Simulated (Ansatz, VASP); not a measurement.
## CdTe in VASP and in Ansatz

File INCAR:

```
SYSTEM = CdTe
PREC = Accurate
ENCUT = 520
EDIFF = 1E-6
ISMEAR = 0
SIGMA = 0.05
LREAL = .FALSE.
LASPH = .TRUE.
NELM = 80
ALGO = Normal
ISIF = 2
LWAVE = .FALSE.
LCHARG = .FALSE.
GGA = PE
NBANDS = 16
```

File KPOINTS:

```
Automatic mesh
0
G
  10 10 10
  0 0 0
```

Contents of POSCAR:

```
CdTe
1.0
    0.0000000000      3.3086866831      3.2094260826
    3.3086866831      0.0000000000      3.2094260826
    3.3086866831      3.3086866831      0.0000000000
Cd Te
1 1
Direct
    0.0000000000      0.0000000000      0.0000000000
    0.7500000000      0.7500000000      0.7500000000
```

Input for Ansatz:

```yaml
crystal:
  lattice:
    - [0.0, 3.3086866831, 3.2094260826]
    - [3.3086866831, 0.0, 3.2094260826]
    - [3.3086866831, 3.3086866831, 0.0]
  atoms:
    - { symbol: Cd, position: [0.0, 0.0, 0.0] }
    - { symbol: Te, position: [0.75, 0.75, 0.75] }
basis:
  ecutwfc: 420
kpoints:
  mp_grid: { grid: [10, 10, 10] }
hamiltonian:
  xc: pbe
scf:
  occupations: { method: gaussian, width: 0.05 }
output:
  forces: true
  stress: true
  eigenvalues: true
```

Change from the starting cell: strain +0.000 along x and y, -0.030 along z, atoms carried along.

Alike in both runs: task single point; functional PBE; k mesh 10 × 10 × 10; occupations gaussian, width 0.05 eV; no spin polarisation.

|  | VASP | Ansatz |
| --- | --- | --- |
| version | VASP 6.6.1 | Ansatz 0.2.0 |
| potentials or method | VASP PAW PBE potentials, release 64 (Cd, Te), cutoff 520 eV | scalar-relativistic, plane waves, PAW |
| valence electrons in the cell | 18 | 36 |

```tsv
	VASP	Ansatz	Ansatz less VASP
gap on the k mesh at the Fermi level (eV)	0.61	0.61	+0.001
least direct gap on the mesh (eV)	0.61	0.61	+0.001
pressure (GPa)	1.3	1.2	-0.13
traceless stress, the component that is largest in VASP (GPa)	0.30	0.30	+0.002
```

VASP's potentials hold 18 valence electrons a cell and Ansatz's 36, so a difference there can come from the potentials and not from the codes.

Spin-orbit coupling is off throughout.
